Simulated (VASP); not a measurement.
The system is CuO.

```
CELL_PARAMETERS angstrom
2.55255 0.00000 0.00000
0.00000 2.55255 0.00000
0.00000 0.00000 2.55255
ATOMIC_POSITIONS crystal
Cu 0.00000 0.00000 0.00000
O 0.50000 0.50000 0.50000
```

```yaml
Program: VASP 6.6.1
Task: relaxation of cell and atoms
Functional: PBE
Dispersion: D3(BJ)
Potentials_or_basis: VASP PAW PBE potentials, release 64 (Cu, O)
Cutoff: 600 eV
k_mesh: 10 × 10 × 10
Occupations: fermi-dirac, width 0.05 eV
Spin: no spin polarisation
```

At the start: pressure 14.1 GPa; volume 8.32 Å³/atom.

Question: Where does the relaxation end?

Answer: Over 3 steps the energy falls by 23.0 meV/atom and the volume is 8.87 Å³/atom (+6.7 %); space group Pm-3m (No. 221, to 0.1 Å) before and after.

Step by step:
```tsv
step	energy change (eV)	largest force (eV/Å)	pressure (GPa)	volume (Å³)
1	0.0000	0.0000	14.12	16.63
2	-0.0305	0.0000	-6.59	18.46
3	-0.0461	0.0000	0.08	17.74
```

Final structure:
```yaml
crystal:
  lattice:
    - [2.60823, 0.00000, 0.00000]
    - [0.00000, 2.60823, 0.00000]
    - [0.00000, 0.00000, 2.60823]
  atoms:
    - { symbol: Cu, position: [0.00000, 0.00000, 0.00000] }
    - { symbol: O, position: [0.50000, 0.50000, 0.50000] }
```

Caveat: an odd number of electrons without spin polarisation forces a metal; a magnetic or distorted state may lie lower.
